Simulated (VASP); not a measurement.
# LiF (Fm-3m) in VASP: a series of runs

Runs on LiF. Level: PBE. Tasks: single point.

Program: VASP 6.6.1. These are calculated values, not measurements. Logs are shortened: lines on timing, memory, paths and dates and some standing lists are left out, and cuts for length are marked.

## (1) The cell of the first run

It takes space group Fm-3m (No. 225, cubic). The conventional cell has a = 3.830 Å, b = 3.830 Å, c = 3.830 Å, α = 90.00°, β = 90.00°, γ = 90.00°. Within 2.5 Å of Li (site symmetry m-3m) lie 6 F at 1.92 Å. Within 2.5 Å of F (site symmetry m-3m) lie 6 Li at 1.92 Å.

## (2) Single point, PBE (strain -4.0%)

INCAR reads:

```
SYSTEM = LiF
PREC = Accurate
ENCUT = 520
EDIFF = 1E-6
ISMEAR = -1
SIGMA = 0.02
LREAL = .False.
LASPH = .True.
NELM = 80
ALGO = Normal
ISIF = 2
LWAVE = .False.
LCHARG = .True.
GGA = PE
LELF = .True.
LVHAR = .True.
NBANDS = 12
```

KPOINTS reads:

```
regular mesh
0
Gamma
  10 10 10
  0 0 0
```

POSCAR reads:

```
LiF
1.0
    0.0000000000      1.9150768680      1.9150768680
    1.9150768680      0.0000000000      1.9150768680
    1.9150768680      1.9150768680      0.0000000000
Li F
1 1
Direct
    0.0000000000      0.0000000000      0.0000000000
    0.5000000000      0.5000000000      0.5000000000
```

Potentials or basis: VASP PAW PBE potentials, release 64 (Li_sv, F).

The run is started by

```console
$ cat potpaw_PBE.64/Li_sv/POTCAR potpaw_PBE.64/F/POTCAR > POTCAR
$ mpirun -np 1 vasp_std > vasp.out
```

OUTCAR:

```text
SYSTEM = LiF
   PREC = Accurate
   ENCUT = 520
   EDIFF = 1E-6
   ISMEAR = -1
   LREAL = .False.
   LASPH = .True.
   NELM = 80
   ISIF = 2
   GGA = PE

 ion  position               nearest neighbor table
   1  0.000  0.000  0.000-   2 1.92   2 1.92   2 1.92   2 1.92   2 1.92   2 1.92
   2  0.500  0.500  0.500-   1 1.92   1 1.92   1 1.92   1 1.92   1 1.92   1 1.92

  LATTYP: Found a face centered cubic cell.
 ALAT       =     3.8301537360

  Lattice vectors:

 A1 = (   0.0000000000,   1.9150768680,   1.9150768680)
 A2 = (   1.9150768680,   0.0000000000,   1.9150768680)
 A3 = (   1.9150768680,   1.9150768680,   0.0000000000)

Analysis of symmetry for initial positions (statically):
=====================================================================
 Subroutine PRICEL returns:
 Original cell was already a primitive cell.

 Routine SETGRP: Setting up the symmetry group for a
 face centered cubic supercell.

 Subroutine GETGRP returns: Found 48 space group operations
 (whereof 48 operations were pure point group operations)
 out of a pool of 48 trial point group operations.

The static configuration has the point symmetry O_h .

Analysis of symmetry for dynamics (positions and initial velocities):
=====================================================================
 Subroutine PRICEL returns:
 Original cell was already a primitive cell.

 Routine SETGRP: Setting up the symmetry group for a
 face centered cubic supercell.

 Subroutine GETGRP returns: Found 48 space group operations
 (whereof 48 operations were pure point group operations)
 out of a pool of 48 trial point group operations.

The dynamic configuration has the point symmetry O_h .

 Subroutine INISYM returns: Found 48 space group operations
 (whereof 48 operations are pure point group operations),
 and found     1 'primitive' translations

----------------------------------------------------------------------------------------

                                     Primitive cell

  volume of cell :      14.0472

  direct lattice vectors                    reciprocal lattice vectors
     0.000000000  1.915076868  1.915076868    -0.261086126  0.261086126  0.261086126
     1.915076868  0.000000000  1.915076868     0.261086126 -0.261086126  0.261086126
     1.915076868  1.915076868  0.000000000     0.261086126  0.261086126 -0.261086126

  length of vectors
     2.708327680  2.708327680  2.708327680     0.452214435  0.452214435  0.452214435

  position of ions in fractional coordinates (direct lattice)
     0.000000000  0.000000000  0.000000000
     0.500000000  0.500000000  0.500000000

  ion indices of the primitive-cell ions
   primitive index   ion index
                 1           1
                 2           2

----------------------------------------------------------------------------------------

 KPOINTS: regular mesh

Automatic generation of k-mesh.
 Grid dimensions read from file:
 generate k-points for:   10   10   10

 Generating k-lattice:

  Cartesian coordinates                     Fractional coordinates (reciprocal lattice)
    -0.026108613  0.026108613  0.026108613     0.100000000  0.000000000  0.000000000
     0.026108613 -0.026108613  0.026108613     0.000000000  0.100000000  0.000000000
     0.026108613  0.026108613 -0.026108613     0.000000000  0.000000000  0.100000000

  Length of vectors
     0.045221443  0.045221443  0.045221443

  Shift w.r.t. Gamma in fractional coordinates (k-lattice)
     0.000000000  0.000000000  0.000000000

 Subroutine IBZKPT returns following result:
 ===========================================

 Found     47 irreducible k-points:

 Following reciprocal coordinates:
            Coordinates               Weight
  0.000000  0.000000  0.000000      1.000000
  0.100000  0.000000  0.000000      8.000000
  0.200000  0.000000  0.000000      8.000000
  0.300000  0.000000  0.000000      8.000000
  0.400000  0.000000  0.000000      8.000000
  0.500000  0.000000  0.000000      4.000000
[... 16 lines left out ...]
  0.300000  0.300000  0.000000      6.000000
  0.400000  0.300000  0.000000     24.000000
 [... further k-points ...]
   k-points           NKPTS =     47   k-points in BZ     NKDIM =     47   number of bands    NBANDS=     12
   number of dos      NEDOS =    301   number of ions     NIONS =      2
   total plane-waves  NPLWV =   8000
   dimension x,y,z NGX =    20 NGY =   20 NGZ =   20
   dimension x,y,z NGXF=    40 NGYF=   40 NGZF=   40
   ions per type =               1   1
   NGX,Y,Z   is equivalent  to a cutoff of  12.28, 12.28, 12.28 a.u.
   NGXF,Y,Z  is equivalent  to a cutoff of  24.55, 24.55, 24.55 a.u.
 SYSTEM =  LiF
   PREC   = accura    normal or accurate (medium, high low for compatibility)
   ISTART =      0    job   : 0-new  1-cont  2-samecut
   ICHARG =      2    charge: 1-file 2-atom 10-const
   ISPIN  =      1    spin polarized calculation?
   LNONCOLLINEAR =      F non collinear calculations
   LSORBIT =      F    spin-orbit coupling
   LASPH  =      T    aspherical Exc in radial PAW
   ENCUT  =  520.0 eV  38.22 Ry    6.18 a.u.   5.04  5.04  5.04*2*pi/ulx,y,z
   NELM   =     80;   NELMIN=  2; NELMDL= -5     # of ELM steps
   EDIFF  = 0.1E-05   stopping-criterion for ELM
   LREAL  =      F    real-space projection
   EDIFFG = 0.1E-04   stopping-criterion for IOM
   NSW    =      0    number of steps for IOM
   IBRION =     -1    ionic relax: 0-MD 1-quasi-New 2-CG
   NFREE  =      0    steps in history (QN), initial steepest desc. (CG)
   ISIF   =      2    stress and relaxation
   ISYM   =      2    0-nonsym 1-usesym 2-fastsym
   POTIM  = 0.5000    time-step for ionic-motion
   TEBEG  =    0.0;   TEEND  =   0.0 temperature during run
   PSTRESS=    0.0 pullay stress
   NELECT =      10.0000    total number of electrons
   NUPDOWN=      -1.0000    fix difference up-down
   EMIN   =  10.00;   EMAX   =-10.00  energy-range for DOS
   EFERMI =   0.00;   METHOD = LEGACY
   ISMEAR =    -1;   SIGMA  =   0.02  broadening in eV -4-tet -1-fermi 0-gaus
   EFERMI_NEDOS =   21; number of points for ismear=-14 and -15
   IALGO  =     38    algorithm
   IMIX   =      4    mixing-type and parameters
     AMIX     =   0.40;   BMIX     =  1.00
     AMIX_MAG =   1.60;   BMIX_MAG =  1.00
  volume/ion in A,a.u.               =       7.02        47.40
  Fermi-wavevector in a.u.,A,eV,Ry     =   1.461769  2.762342 29.072485  2.136767
  Thomas-Fermi vector in A             =   2.578061
   LORBIT       =      0    0 simple, 1 ext, 2 COOP (PROOUT), +10 PAW based schemes
   GGA     = PE    functional components
   LHFCALC =     F    Hartree Fock is set to
   AEXX    =    0.0000 exact exchange contribution
   IVDW    =     0    specifies the selected vdW correction
   LEPSILON=     F    determine dielectric tensor
   LRPA    =     F    only Hartree local field effects (RPA)
 non-spin polarized calculation
  energy-cutoff  :      520.00
  volume of cell :       14.05
 maximum number of plane-waves:       388
   NGX =  9   NGY =  9   NGZ =  9

 number of electron      10.0000000 magnetization

 number of electron       9.9999984 magnetization

 Free energy of the ion-electron system (eV)
  ---------------------------------------------------
  ext. energy  EPLUGINS =         0.00000000
  ---------------------------------------------------
  free energy    TOTEN  =        -9.50737730 eV

  energy without entropy =       -9.50737730  energy(sigma->0) =       -9.50737730

 E-fermi :   0.5971     XC(G=0): -10.7408

 val. band max:       -0.0054686187   @ k =   0.0000   0.0000   0.0000
 cond. band min:      10.5652508158   @ k =   0.0000   0.0000   0.0000
 fundamental gap:     10.5707194345
 Fermi energy:         0.5970946874

 k-point     1 :       0.0000    0.0000    0.0000
  band No.  band energies     occupation
      1     -40.6602      2.00000
      2     -20.4313      2.00000
      3      -0.0055      2.00000
      4      -0.0055      2.00000
      5      -0.0055      2.00000
      6      10.5653      0.00000
      7      25.8351      0.00000
      8      25.8351      0.00000
      9      25.8351      0.00000
     10      26.0194      0.00000
     11      26.0195      0.00000
     12      26.0195      0.00000

 k-point     2 :       0.1000    0.0000    0.0000
  band No.  band energies     occupation
      1     -40.6499      2.00000
      2     -20.3849      2.00000
      3      -0.3410      2.00000
      4      -0.0344      2.00000
      5      -0.0344      2.00000
      6      10.8443      0.00000
      7      22.7428      0.00000
      8      24.4269      0.00000
      9      24.4269      0.00000
     10      27.1180      0.00000
     11      27.1180      0.00000
     12      27.4058      0.00000

 k-point     3 :       0.2000    0.0000    0.0000
  band No.  band energies     occupation
      1     -40.6221      2.00000
      2     -20.2557      2.00000
      3      -1.1538      2.00000
      4      -0.1084      2.00000
      5      -0.1084      2.00000
      6      11.4213      0.00000
      7      20.1666      0.00000
      8      22.7483      0.00000
      9      22.7483      0.00000
     10      28.5439      0.00000
     11      28.5657      0.00000
     12      28.5657      0.00000

 k-point     4 :       0.3000    0.0000    0.0000
  band No.  band energies     occupation
      1     -40.5879      2.00000
      2     -20.0872      2.00000
      3      -2.0669      2.00000
      4      -0.1965      2.00000
      5      -0.1965      2.00000
      6      11.7597      0.00000
      7      18.8422      0.00000
      8      21.3340      0.00000
      9      21.3340      0.00000
     10      30.1253      0.00000
     11      30.5052      0.00000
     12      30.5052      0.00000

 k-point     5 :       0.4000    0.0000    0.0000
  band No.  band energies     occupation
      1     -40.5601      2.00000
      2     -19.9427      2.00000
      3      -2.7559      2.00000
      4      -0.2650      2.00000
      5      -0.2650      2.00000
      6      11.6937      0.00000
      7      18.5793      0.00000
      8      20.4213      0.00000
      9      20.4213      0.00000
     10      31.9633      0.00000
     11      32.6296      0.00000
     12      32.6296      0.00000
[... 228 lines left out ...]
      1     -40.5518      2.00000
      2     -19.8453      2.00000
      3      -2.3989      2.00000
      4      -1.4443      2.00000
      5      -0.3109      2.00000
      6      13.0883      0.00000
      7      17.1537      0.00000
      8      20.7569      0.00000
      9      21.2959      0.00000
     10      31.1468      0.00000
     11      31.3221      0.00000
     12      32.0068      0.00000

 k-point    22 :      -0.2000    0.2000    0.0000
  band No.  band energies     occupation
      1     -40.5770      2.00000
      2     -20.0053      2.00000
      3      -1.8917      2.00000
      4      -1.0971      2.00000
      5      -0.1427      2.00000
      6      12.5754      0.00000
      7      17.8284      0.00000
      8      21.3562      0.00000
      9      21.6286      0.00000
     10      29.0858      0.00000
     11      29.8458      0.00000
     12      32.7357      0.00000

 k-point    23 :       0.3000    0.3000    0.0000
  band No.  band energies     occupation
      1     -40.5678      2.00000
      2     -19.8873      2.00000
      3      -2.2956      2.00000
      4      -0.8356      2.00000
      5      -0.8356      2.00000
      6      13.7863      0.00000
      7      18.7783      0.00000
      8      20.6645      0.00000
      9      22.1499      0.00000
     10      22.1499      0.00000
     11      37.1708      0.00000
     12      38.2493      0.00000

 k-point    24 :       0.4000    0.3000    0.0000
  band No.  band energies     occupation
      1     -40.5475      2.00000
      2     -19.7359      2.00000
      3      -2.8276      2.00000
      4      -1.0957      2.00000
      5      -0.9575      2.00000
      6      14.5748      0.00000
      7      17.7165      0.00000
      8      20.2185      0.00000
      9      21.8928      0.00000
     10      22.9904      0.00000
     11      37.5436      0.00000
     12      37.6865      0.00000

 [... further k-points ...]
[... 5 lines left out ...]
  --------------------------------------------------------------------------------------
  -------------------------------------------------------------------------------------
  Total        1.5161731      1.5161731      1.5161731     -0.0000000      0.0000000     -0.0000000
  in kB      172.9301563    172.9301563    172.9301563     -0.0000000      0.0000000     -0.0000000
  external PRESSURE =     172.9301563 kB  Pullay stress =       0.0000000 kB

 VOLUME and BASIS-vectors are now :
 -----------------------------------------------------------------------------
  energy-cutoff  :      520.00
  volume of cell :       14.05
      direct lattice vectors                 reciprocal lattice vectors
     0.000000000  1.915076868  1.915076868    -0.261086126  0.261086126  0.261086126
     1.915076868  0.000000000  1.915076868     0.261086126 -0.261086126  0.261086126
     1.915076868  1.915076868  0.000000000     0.261086126  0.261086126 -0.261086126

 POSITION                                       TOTAL-FORCE (eV/Angst)
 -----------------------------------------------------------------------------------
      0.00000      0.00000      0.00000        -0.000000      0.000000     -0.000000
      1.91508      1.91508      1.91508         0.000000     -0.000000      0.000000
 -----------------------------------------------------------------------------------
    total drift:                                0.000000      0.000000      0.000000

  FREE ENERGIE OF THE ION-ELECTRON SYSTEM (eV)
  ---------------------------------------------------
  free  energy   TOTEN  =        -9.5073772996 eV

  energy  without entropy=       -9.5073772996  energy(sigma->0) =       -9.50737730
```

It took 3.4 s on 1 thread of Intel Xeon 6975P-C (Granite Rapids), shared host; peak memory 0.12 GiB.

What came out:

```
Free energy            : -9.5074 eV
Band gap on the k mesh : 10.57 eV
```

Caveat: the cell differs from its parent crystal (strain -4.0%); the cutoff is under 1.25 times the usual one of these potentials, so pressure, stress and relaxed cells hold a basis-set (Pulay) error.

## (3) Single point, PBE (strain -3.0%)

INCAR reads:

```
PREC = Accurate
ENCUT = 520
EDIFF = 1E-6
ISMEAR = -1
SIGMA = 0.02
LREAL = F
LASPH = T
NELM = 60
ALGO = Normal
ISIF = 2
LWAVE = F
LCHARG = T
GGA = PE
LELF = T
LVHAR = T
NBANDS = 12
```

KPOINTS reads:

```
regular mesh
0
Gamma
  10 10 10
```

POSCAR reads:

```
LiF
1.0
    0.0000000000      1.9350255854      1.9350255854
    1.9350255854      0.0000000000      1.9350255854
    1.9350255854      1.9350255854      0.0000000000
Li F
1 1
Direct
    0.0000000000      0.0000000000      0.0000000000
    0.5000000000      0.5000000000      0.5000000000
```

Potentials or basis: VASP PAW PBE potentials, release 64 (Li_sv, F).

The run is started by

```console
$ cat potpaw_PBE.64/Li_sv/POTCAR potpaw_PBE.64/F/POTCAR > POTCAR
$ mpirun -np 1 vasp_std > vasp.out
```

Run time: 3.1 s. Hardware: 1 thread of Intel Xeon 6975P-C (Granite Rapids), shared host; peak memory 0.12 GiB.

The run converged. Its results:

```
Free energy            : -9.5514 eV
Band gap on the k mesh : 10.24 eV
```

Levels at points of the mesh, in eV from the valence-band top:
| k point | band 2 | band 3 | band 4 | band 5 | band 6 | band 7 | band 8 | band 9 |
| --- | --- | --- | --- | --- | --- | --- | --- | --- |
| (0.00, 0.00, 0.00) | -20.33 | 0.00 | 0.00 | 0.00 | 10.24 | 25.52 | 25.52 | 25.52 |
| (0.50, 0.00, 0.00) | -19.80 | -2.90 | -0.27 | -0.27 | 11.43 | 18.22 | 19.86 | 19.86 |
| (0.50, 0.50, 0.00) | -19.44 | -3.56 | -1.19 | -1.19 | 15.99 | 17.03 | 18.98 | 21.71 |

Caveat: the cell differs from its parent crystal (strain -3.0%); the cutoff is under 1.25 times the usual one of these potentials, so pressure, stress and relaxed cells hold a basis-set (Pulay) error.

(Continued in part 2 of 2.)
